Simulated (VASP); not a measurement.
A run of VASP 6.6.1 is set up as follows.

The input INCAR:

```
SYSTEM = HfB
PREC = Accurate
ENCUT = 600
EDIFF = 1E-6
ISMEAR = -1
SIGMA = 0.1
LREAL = .False.
LASPH = .True.
NELM = 60
ALGO = Normal
ISIF = 3
LWAVE = .False.
LCHARG = .False.
GGA = PE
IBRION = 2
NSW = 80
EDIFFG = -0.03
```

KPOINTS

```
regular mesh
0
Gamma
  7 7 4
  0 0 0
```

POSCAR

```
HfB
1.0
    3.4900000000      0.0000000000      0.0000000000
   -1.7450000000      3.0224286592      0.0000000000
    0.0000000000      0.0000000000      5.6991700000
Hf B
2 2
Direct
    0.3333333333      0.6666666667      0.0000000000
    0.6666666667      0.3333333333      0.5000000000
    0.3333333333      0.6666666667      0.3750000000
    0.6666666667      0.3333333333      0.8750000000
```

Potentials or basis: VASP PAW PBE potentials, release 64 (Hf_pv, B).

Run with:

```console
$ cat potpaw_PBE.64/Hf_pv/POTCAR potpaw_PBE.64/B/POTCAR > POTCAR
$ mpirun -np 1 vasp_std > vasp.out
```

Q: Estimate the space group after relaxing (to 0.05 Å).

A: P6_3/mmc (No. 194).

Q: Predict the relaxed volume.

A: 17.29 Å³/atom.

Q: Estimate the band gap on the k mesh.

A: Zero (band 13 reaches 3.06 eV, above the bottom of band 14 at 1.37 eV).

Q: What does it give for the relaxed cell?

A: a = 4.089 Å, b = 4.089 Å, c = 4.775 Å, α = 90.00°, β = 90.00°, γ = 120.00°.

Final structure:
```
Hf B
1.0
     4.08944    0.00000    0.00000
    -2.04472    3.54155    0.00000
     0.00000    0.00000    4.77477
Hf B
2 2
Cartesian
  0.0000 2.3610 4.4762
  2.0447 1.1805 2.0889
  0.0000 2.3610 2.0891
  2.0447 1.1805 4.4764
```

Caveat: the volume moved by over 15 % at a fixed basis, so the end points are rough; spin-orbit coupling is left out, which moves the levels of the heavy elements.
